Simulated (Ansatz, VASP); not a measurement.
# Two plane-wave programs on Li2S

The input POSCAR:

```
Li2S
1.0
    0.0000000000      2.8452943747      2.8452943747
    2.8452943747      0.0000000000      2.8452943747
    2.8452943747      2.8452943747      0.0000000000
Li S
2 1
Direct
    0.2500000000      0.2500000000      0.2500000000
    0.7500000000      0.7500000000      0.7500000000
    0.0000000000      0.0000000000      0.0000000000
```

Contents of INCAR.step1:

```
ALGO     = Normal         # electronic algorithm
EDIFF    = 1E-5           # SCF threshold, eV
ENCUT    = 650            # plane-wave cutoff, eV
GGA      = PE             # functional
GGA_COMPAT= F            
ISIF     = 2              # what is computed and relaxed
ISMEAR   = 0              # smearing method
LASPH    = T              # aspherical terms in the spheres
LCHARG   = F              # write CHGCAR
LREAL    = F              # projectors in reciprocal space
LWAVE    = T              # write WAVECAR
NBANDS   = 13             # bands
NELM     = 120            # most SCF steps
PREC     = Accurate       # precision mode
SIGMA    = 0.01           # smearing width, eV
```

INCAR.step2

```
AEXX     = 0.35           # exact-exchange fraction
ALGO     = Normal         # electronic algorithm
EDIFF    = 1E-6           # SCF threshold, eV
ENCUT    = 650            # plane-wave cutoff, eV
GGA      = PE             # functional
GGA_COMPAT= F            
HFSCREEN = 0.5            # screening, 1/A
ISIF     = 2              # what is computed and relaxed
ISMEAR   = 0              # smearing method
ISTART   = 1            
LASPH    = T              # aspherical terms in the spheres
LCHARG   = F              # write CHGCAR
LHFCALC  = T              # exact exchange
LREAL    = F              # projectors in reciprocal space
LWAVE    = F              # write WAVECAR
NBANDS   = 13             # bands
NELM     = 120            # most SCF steps
PREC     = Accurate       # precision mode
PRECFOCK = Normal       
SIGMA    = 0.01           # smearing width, eV
```

KPOINTS

```
k-points
0
Gamma
  4 4 4
```

Input for Ansatz:

```yaml
crystal:
  lattice:
    - [0.0, 2.8452943747, 2.8452943747]
    - [2.8452943747, 0.0, 2.8452943747]
    - [2.8452943747, 2.8452943747, 0.0]
  atoms:
    - { symbol: Li, position: [0.25, 0.25, 0.25] }
    - { symbol: Li, position: [0.75, 0.75, 0.75] }
    - { symbol: S, position: [0.0, 0.0, 0.0] }
kpoints:
  mp_grid: { grid: [4, 4, 4] }
hamiltonian:
  xc: { exchange: pbe, correlation: pbe, exx: { coeff: 0.35, omega: 0.5 } }
scf:
  occupations: { method: fixed }
  n_extra_bands: 4
output:
  forces: true
  stress: true
  eigenvalues: true
```

Alike in both runs: task single point; functional PBE-based screened hybrid; k mesh 4 × 4 × 4; no spin polarisation.

|  | VASP | Ansatz |
| --- | --- | --- |
| version | VASP 6.6.1 | Ansatz 0.2.0 |
| potentials or method | VASP PAW PBE potentials, release 64 (Li_sv, S) | plane waves |
| plane-wave cutoff (eV) | 650 | 420 |
| occupations | gaussian, width 0.01 eV | fixed |
| valence electrons in the cell | 12 | 12 |

Ansatz gave:

| Quantity | Value |
| --- | --- |
| gap on the k mesh at the Fermi level (eV) | 4.04 |
| pressure (GPa) | -0.3 |

**Question.** Estimate VASP's values.

**Answer.** gap on the k mesh at the Fermi level (eV): 4.03; pressure (GPa): -0.5.

VASP's potentials were made for PBE, not for PBE-based screened hybrid. Ansatz's warnings: stress exchange threshold loose, stress scf threshold loose.

The k mesh is coarse, so the values compare programs but aren't converged.
